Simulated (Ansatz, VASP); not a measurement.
# One calculation of Si, two programs

```
Si
1.0
     0.00000    2.73594    2.73594
     2.73594    0.00000    2.73594
     2.73594    2.73594    0.00000
Si
2
Direct
  0.25000 0.25000 0.25000
  0.00000 0.00000 0.00000
```

Alike in both runs: task relaxation of cell and atoms; functional PBE; k mesh 8 × 8 × 8; occupations gaussian, width 0.02 eV; no spin polarisation.

```csv
,VASP,Ansatz
version,VASP 6.6.1,Ansatz 0.2.0
potentials or method,"VASP PAW PBE potentials, release 64 (Si), cutoff 600 eV","scalar-relativistic, plane waves, PAW"
valence electrons in the cell,8,8
```

|  | VASP | Ansatz | Ansatz less VASP |
| --- | --- | --- | --- |
| gap on the k mesh at the Fermi level, each at its own relaxed structure (eV) | 0.65 | 0.65 | -0.001 |
| relaxed volume (Å³/atom) | 20.44 | 20.47 | +0.022 |
| relaxed cell length with the largest relative difference (Å) | 3.867 | 3.868 | +0.0014 |
